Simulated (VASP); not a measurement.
A run of VASP 6.6.1:

Contents of INCAR:

```
  PREC = Accurate
  ENCUT = 520
  EDIFF = 1E-6
  ISMEAR = 0
  SIGMA = 0.15
  LREAL = F
  LASPH = T
  NELM = 100
  ALGO = Normal
  ISIF = 2
  LWAVE = F
  LCHARG = T
  GGA = PE
  LELF = T
  LVHAR = T
  NBANDS = 8
```

The input KPOINTS:

```
Automatic mesh
0
Gamma
  22 22 22
```

File POSCAR:

```
Al
1.0
   -1.4770051718      1.4770051718      1.9915937736
    1.4770051718     -1.4770051718      1.9915937736
    1.4770051718      1.4770051718     -1.9915937736
Al
1
Direct
    0.0000000000      0.0000000000      0.0000000000
```

Potentials or basis: VASP PAW PBE potentials, release 64 (Al).

Run with:

```console
$ cat potpaw_PBE.64/Al/POTCAR > POTCAR
$ mpirun -np 1 vasp_std > vasp.out
```

Hardware: 1 thread of Intel(R) Xeon(R) Platinum 8375C CPU @ 2.90GHz (Ice Lake) (shared host).

**Question.** How long does it take, and how much memory?

**Answer.** Run time: 40 s on 1 thread of Intel(R) Xeon(R) Platinum 8375C CPU @ 2.90GHz (Ice Lake), on a shared host, peak memory 0.21 GiB. Counts: scf iterations 10, k points 834.
